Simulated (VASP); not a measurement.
Set up this calculation in VASP 6.6.1, as the native input.

```
Task                   : single point
Functional             : PBE
Potentials or basis    : VASP PAW PBE potentials, release 64 (Y_sv, Hf_pv, O)
Cutoff                 : 520 eV
k mesh                 : 4 × 4 × 4
Occupations            : gaussian, width 0.1 eV
Spin                   : no spin polarisation
Dipole correction      : no
Further INCAR settings : ALGO = Normal; EDIFF = 1e-06; NBANDS = 54
```

The structure of YHf2O2 lies in POSCAR:

```
YHf2O2
1.0
    5.4501100200      0.0000000000      0.0000000000
    0.0000000000      5.4501100200      0.0000000000
    0.0000000000      0.0000000000      5.4501100200
Y Hf O
2 4 4
Direct
    0.0000000000      0.0000000000      0.0000000000
    0.5000000000      0.5000000000      0.5000000000
    0.7500000000      0.7500000000      0.7500000000
    0.2500000000      0.2500000000      0.7500000000
    0.2500000000      0.7500000000      0.2500000000
    0.7500000000      0.2500000000      0.2500000000
    0.2500000000      0.2500000000      0.2500000000
    0.7500000000      0.7500000000      0.2500000000
    0.7500000000      0.2500000000      0.7500000000
    0.2500000000      0.7500000000      0.7500000000
```

One way to write it, as run:

INCAR

```
PREC = Accurate
ENCUT = 520
EDIFF = 1E-6
ISMEAR = 0
SIGMA = 0.1
LREAL = False
LASPH = True
NELM = 60
ALGO = Normal
ISIF = 2
LWAVE = False
LCHARG = False
GGA = PE
NBANDS = 54
```

KPOINTS

```
regular mesh
0
Gamma
  4 4 4
```

Potentials or basis: VASP PAW PBE potentials, release 64 (Y_sv, Hf_pv, O).

The run is started by

```sh
$ cat potpaw_PBE.64/Y_sv/POTCAR potpaw_PBE.64/Hf_pv/POTCAR potpaw_PBE.64/O/POTCAR > POTCAR
$ mpirun -np 1 vasp_std > vasp.out
```

Results of the run:

```yaml
Pressure: 11.8 GPa
Band_gap_on_the_k_mesh: zero (band 43 reaches 6.60 eV, above the bottom of band 44 at 5.31 eV)
```

Caveat: spin-orbit coupling is left out, which moves the levels of the heavy elements.

Run time: 100 s on 1 thread of Intel(R) Xeon(R) Platinum 8375C CPU @ 2.90GHz (Ice Lake), with other jobs on the host, peak memory 0.3 GiB.
